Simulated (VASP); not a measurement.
# H2ClF in VASP: further runs

The runs below take H2ClF through single point, molecular dynamics, with r2SCAN+D3(BJ).

Program: VASP 6.6.1. These are calculated values, not measurements. Logs are shortened: lines on timing, memory, paths and dates and some standing lists are left out, and cuts for length are marked.

## (1) The cell of the first run

The cell holds a disordered packing, 12 atoms: a = 6.122 Å, b = 6.122 Å, c = 6.122 Å, α = 90.00°, β = 90.00°, γ = 90.00°.

## (2) Single point, r2SCAN+D3(BJ)

File POSCAR:

```
H2ClF
1.0
    6.1224830000      0.0000000000      0.0000000000
    0.0000000000      6.1224830000      0.0000000000
    0.0000000000      0.0000000000      6.1224830000
F H Cl
3 6 3
Direct
    0.6620516545      0.1035200914      0.1866399629
    0.9588266721      0.1869666278      0.8950780263
    0.4794133361      0.7439465328      0.2982450094
    0.6010633268      0.2074321807      0.0961864655
    1.0069934045      0.0502573874      0.8606148845
    0.5371513486      0.8780261211      0.2651211935
    0.9623709858      0.7087810615      0.2537695899
    0.4379758996      0.5754854689      1.0646987505
    0.0546836961      0.2725854853      0.1813806588
    1.0172343476      0.6741055876      0.0521683768
    0.4851136377      0.4543091422      0.9040449765
    0.1525361524      0.2220014331      0.3694252806
```

File INCAR.step1:

```
SYSTEM = H2ClF
PREC = Accurate
ENCUT = 520
ISMEAR = -1
SIGMA = 0.05
LREAL = .False.
LASPH = .True.
NELM = 60
NBANDS = 36
GGA = PE
ALGO = Normal
EDIFF = 1E-4
LWAVE = .True.
LCHARG = .False.
```

File INCAR.step2:

```
SYSTEM = H2ClF
PREC = Accurate
ENCUT = 520
EDIFF = 1E-6
ISMEAR = -1
SIGMA = 0.05
LREAL = .False.
LASPH = .True.
NELM = 60
ALGO = Normal
ISIF = 2
LWAVE = .False.
LCHARG = .True.
METAGGA = R2SCAN
LMIXTAU = .True.
IVDW = 12
VDW_S6 = 1.0
VDW_S8 = 0.78981345
VDW_A1 = 0.49484001
VDW_A2 = 5.73083694
LELF = .True.
LVHAR = .True.
NBANDS = 36
ISTART = 1
```

File KPOINTS:

```
Automatic mesh
0
Gamma
  1 1 1
  0 0 0
```

Potentials or basis: VASP PAW PBE potentials, release 64 (F, H, Cl).

The run is started by

```sh
$ cat potpaw_PBE.64/F/POTCAR potpaw_PBE.64/H/POTCAR potpaw_PBE.64/Cl/POTCAR > POTCAR
$ cp INCAR.step1 INCAR
$ mpirun -np 1 vasp_gam > vasp.out
$ cp INCAR.step2 INCAR
$ mpirun -np 1 vasp_gam > vasp.out
```

OUTCAR:

```text
SYSTEM = H2ClF
   PREC = Accurate
   ENCUT = 520
   EDIFF = 1E-6
   ISMEAR = -1
   LREAL = .False.
   LASPH = .True.
   NELM = 60
   ISIF = 2
   METAGGA = R2SCAN
   IVDW = 12
   ISTART = 1
 IVDW          = 12

 ion  position               nearest neighbor table
   1  0.662  0.104  0.187-   4 0.92
   2  0.959  0.187  0.895-   5 0.91
   3  0.479  0.744  0.298-   6 0.92
   4  0.601  0.207  0.096-   1 0.92
   5  0.007  0.050  0.861-   2 0.91
   6  0.537  0.878  0.265-   3 0.92
   7  0.962  0.709  0.254-  10 1.30
   8  0.438  0.575  0.065-  11 1.27
   9  0.055  0.273  0.181-  12 1.33
  10  0.017  0.674  0.052-   7 1.30
  11  0.485  0.454  0.904-   8 1.27
  12  0.153  0.222  0.369-   9 1.33

  LATTYP: Found a simple cubic cell.
 ALAT       =     6.1224830000

  Lattice vectors:

 A1 = (   6.1224830000,   0.0000000000,   0.0000000000)
 A2 = (   0.0000000000,   6.1224830000,   0.0000000000)
 A3 = (   0.0000000000,   0.0000000000,   6.1224830000)

Analysis of symmetry for initial positions (statically):
=====================================================================
 Subroutine PRICEL returns:
 Original cell was already a primitive cell.

 Routine SETGRP: Setting up the symmetry group for a
 simple cubic supercell.

 Subroutine GETGRP returns: Found  1 space group operations
 (whereof  1 operations were pure point group operations)
 out of a pool of 48 trial point group operations.

The static configuration has the point symmetry C_1 .

Analysis of symmetry for dynamics (positions and initial velocities):
=====================================================================
 Subroutine PRICEL returns:
 Original cell was already a primitive cell.

 Routine SETGRP: Setting up the symmetry group for a
 simple cubic supercell.

 Subroutine GETGRP returns: Found  1 space group operations
 (whereof  1 operations were pure point group operations)
 out of a pool of 48 trial point group operations.

The dynamic configuration has the point symmetry C_1 .

 Subroutine INISYM returns: Found  1 space group operations
 (whereof  1 operations are pure point group operations),
 and found     1 'primitive' translations

----------------------------------------------------------------------------------------

                                     Primitive cell

  volume of cell :     229.5000

  direct lattice vectors                    reciprocal lattice vectors
     6.122483000  0.000000000  0.000000000     0.163332426  0.000000000  0.000000000
     0.000000000  6.122483000  0.000000000     0.000000000  0.163332426  0.000000000
     0.000000000  0.000000000  6.122483000     0.000000000  0.000000000  0.163332426

  length of vectors
     6.122483000  6.122483000  6.122483000     0.163332426  0.163332426  0.163332426

  position of ions in fractional coordinates (direct lattice)
     0.662051654  0.103520091  0.186639963
     0.958826672  0.186966628  0.895078026
     0.479413336  0.743946533  0.298245009
     0.601063327  0.207432181  0.096186465
     0.006993405  0.050257387  0.860614885
     0.537151349  0.878026121  0.265121194
     0.962370986  0.708781061  0.253769590
     0.437975900  0.575485469  0.064698750
     0.054683696  0.272585485  0.181380659
     0.017234348  0.674105588  0.052168377
     0.485113638  0.454309142  0.904044977
     0.152536152  0.222001433  0.369425281

  ion indices of the primitive-cell ions
   primitive index   ion index
                 1           1
                 2           2
                 3           3
                 4           4
                 5           5
                 6           6
                 7           7
                 8           8
                 9           9
                10          10
                11          11
                12          12

----------------------------------------------------------------------------------------

 KPOINTS: Automatic mesh

Automatic generation of k-mesh.
 Grid dimensions read from file:
 generate k-points for:    1    1    1

 Generating k-lattice:

  Cartesian coordinates                     Fractional coordinates (reciprocal lattice)
     0.163332426  0.000000000  0.000000000     1.000000000  0.000000000  0.000000000
     0.000000000  0.163332426  0.000000000     0.000000000  1.000000000  0.000000000
     0.000000000  0.000000000  0.163332426     0.000000000  0.000000000  1.000000000

  Length of vectors
     0.163332426  0.163332426  0.163332426

  Shift w.r.t. Gamma in fractional coordinates (k-lattice)
     0.000000000  0.000000000  0.000000000

 Subroutine IBZKPT returns following result:
 ===========================================

 Found      1 irreducible k-points:

 Following reciprocal coordinates:
            Coordinates               Weight
  0.000000  0.000000  0.000000      1.000000
   k-points           NKPTS =      1   k-points in BZ     NKDIM =      1   number of bands    NBANDS=     36
   number of dos      NEDOS =    301   number of ions     NIONS =     12
   total plane-waves  NPLWV = 110592
   dimension x,y,z NGX =    48 NGY =   48 NGZ =   48
   dimension x,y,z NGXF=    96 NGYF=   96 NGZF=   96
   ions per type =               3   6   3
   NGX,Y,Z   is equivalent  to a cutoff of  13.03, 13.03, 13.03 a.u.
   NGXF,Y,Z  is equivalent  to a cutoff of  26.07, 26.07, 26.07 a.u.
 SYSTEM =  H2ClF
   PREC   = accura    normal or accurate (medium, high low for compatibility)
   ISTART =      1    job   : 0-new  1-cont  2-samecut
   ICHARG =      0    charge: 1-file 2-atom 10-const
   ISPIN  =      1    spin polarized calculation?
   LNONCOLLINEAR =      F non collinear calculations
   LSORBIT =      F    spin-orbit coupling
   LASPH  =      T    aspherical Exc in radial PAW
   ENCUT  =  520.0 eV  38.22 Ry    6.18 a.u.  11.38 11.38 11.38*2*pi/ulx,y,z
   NELM   =     60;   NELMIN=  2; NELMDL=  0     # of ELM steps
   EDIFF  = 0.1E-05   stopping-criterion for ELM
   LREAL  =      F    real-space projection
   EDIFFG = 0.1E-04   stopping-criterion for IOM
   NSW    =      0    number of steps for IOM
   IBRION =     -1    ionic relax: 0-MD 1-quasi-New 2-CG
   NFREE  =      0    steps in history (QN), initial steepest desc. (CG)
   ISIF   =      2    stress and relaxation
   ISYM   =      2    0-nonsym 1-usesym 2-fastsym
   POTIM  = 0.5000    time-step for ionic-motion
   TEBEG  =    0.0;   TEEND  =   0.0 temperature during run
   PSTRESS=    0.0 pullay stress
   NELECT =      48.0000    total number of electrons
   NUPDOWN=      -1.0000    fix difference up-down
   EMIN   =  10.00;   EMAX   =-10.00  energy-range for DOS
   EFERMI =   0.00;   METHOD = LEGACY
   ISMEAR =    -1;   SIGMA  =   0.05  broadening in eV -4-tet -1-fermi 0-gaus
   EFERMI_NEDOS =   21; number of points for ismear=-14 and -15
   IALGO  =     38    algorithm
   IMIX   =      4    mixing-type and parameters
     AMIX     =   0.40;   BMIX     =  1.00
     AMIX_MAG =   1.60;   BMIX_MAG =  1.00
  volume/ion in A,a.u.               =      19.13       129.06
  Fermi-wavevector in a.u.,A,eV,Ry     =   0.971764  1.836368 12.848336  0.944326
  Thomas-Fermi vector in A             =   2.102008
   LORBIT       =      0    0 simple, 1 ext, 2 COOP (PROOUT), +10 PAW based schemes
   METAGGA = R2SCAN    functional components
   LHFCALC =     F    Hartree Fock is set to
   AEXX    =    0.0000 exact exchange contribution
   IVDW    =    12    specifies the selected vdW correction
   LEPSILON=     F    determine dielectric tensor
   LRPA    =     F    only Hartree local field effects (RPA)
 non-spin polarized calculation
  energy-cutoff  :      520.00
  volume of cell :      229.50
 maximum number of plane-waves:      3094
 NGX is ok and might be reduce to    48
   NGX = 23   NGY = 23   NGZ = 23

 number of electron      48.0000013 magnetization

 Free energy of the ion-electron system (eV)
  ---------------------------------------------------
  ext. energy  EPLUGINS =         0.00000000
  ---------------------------------------------------
  free energy    TOTEN  =       -60.11841362 eV

  energy without entropy =      -60.11841362  energy(sigma->0) =      -60.11841362

 E-fermi :  -2.9901     XC(G=0):  -6.2728

 val. band max:       -4.2697751356   @ k =   0.0000   0.0000   0.0000
 cond. band min:       1.7856936372   @ k =   0.0000   0.0000   0.0000
 fundamental gap:      6.0554687728
 Fermi energy:        -2.9901197216

 k-point     1 :       0.0000    0.0000    0.0000
  band No.  band energies     occupation
      1     -28.7999      2.00000
      2     -28.5964      2.00000
      3     -28.3042      2.00000
      4     -18.9861      2.00000
      5     -18.6819      2.00000
      6     -17.9642      2.00000
[... 28 lines left out ...]
     35       7.5115      0.00000
     36       7.7920      0.00000

------------------------ aborting loop because EDIFF is reached ----------------------------------------

 Edisp (eV)   -0.26014

 E8    (eV) :    -0.0509

  FORCE on cell =-STRESS in cart. coord.  units (eV):
  Direction    XX          YY          ZZ          XY          YZ          ZX
  --------------------------------------------------------------------------------------
  -------------------------------------------------------------------------------------
  Total       1.47841     3.99129     0.86402    -0.53884     0.45910    -0.58436
  in kB      10.32101    27.86388     6.03185    -3.76171     3.20507    -4.07952
  external pressure =       14.74 kB  Pullay stress =        0.00 kB

 VOLUME and BASIS-vectors are now :
 -----------------------------------------------------------------------------
  energy-cutoff  :      520.00
  volume of cell :      229.50
      direct lattice vectors                 reciprocal lattice vectors
     6.122483000  0.000000000  0.000000000     0.163332426  0.000000000  0.000000000
     0.000000000  6.122483000  0.000000000     0.000000000  0.163332426  0.000000000
     0.000000000  0.000000000  6.122483000     0.000000000  0.000000000  0.163332426

 POSITION                                       TOTAL-FORCE (eV/Angst)
 -----------------------------------------------------------------------------------
      4.05340      0.63380      1.14270         0.526652     -1.425510      1.218371
      5.87040      1.14470      5.48010        -0.402551      1.162607     -0.085487
      2.93520      4.55480      1.82600        -0.647446     -1.597909      0.579948
      3.68000      1.27000      0.58890        -0.690946      1.237698     -1.054735
      0.04282      0.30770      5.26910         0.336272     -1.210649     -0.166555
      3.28870      5.37570      1.62320         0.657558      1.814350     -0.483383
      5.89210      4.33950      1.55370         0.149333      0.050142     -0.508749
      2.68150      3.52340      0.39612        -0.125523      0.554518      0.825068
      0.33480      1.66890      1.11050         0.566111     -0.419058      1.027342
      0.10552      4.12720      0.31940        -0.323888      0.328525      0.546483
      2.97010      2.78150      5.53500         0.286536     -0.827361     -1.055814
      0.93390      1.35920      2.26180        -0.332108      0.332647     -0.842490
 -----------------------------------------------------------------------------------
    total drift:                               -0.000743      0.000917      0.002598

  FREE ENERGIE OF THE ION-ELECTRON SYSTEM (eV)
  ---------------------------------------------------
  free  energy   TOTEN  =       -60.3785585128 eV

  energy  without entropy=      -60.3785585127  energy(sigma->0) =      -60.37855851
```

It took 68 s on 1 thread of Intel Xeon Platinum 8259CL at 2.50GHz (Skylake/Cascade Lake), shared host; peak memory 0.33 GiB.

Results:

```
Free energy                : -60.3786 eV
Pressure                   : 1.5 GPa
Largest force              : 1.989 eV/Å
Dispersion energy per atom : -0.022 eV
```

Forces on the atoms (eV/Å):
```
F    0.527 -1.426  1.218
F   -0.403  1.163 -0.085
F   -0.647 -1.598  0.580
H   -0.691  1.238 -1.055
H    0.336 -1.211 -0.167
H    0.658  1.814 -0.483
H    0.149  0.050 -0.509
H   -0.126  0.555  0.825
H    0.566 -0.419  1.027
Cl  -0.324  0.329  0.546
Cl   0.287 -0.827 -1.056
Cl  -0.332  0.333 -0.842
```

Stress tensor (GPa, compression positive):
```
 1.03 -0.38 -0.41
-0.38  2.79  0.32
-0.41  0.32  0.60
```

Caveat: the k points lie up to 1.03 Å⁻¹ apart; the PAW data sets were made with another functional, which shifts forces and pressure a little.

(Part 1 of 2 ends here.)
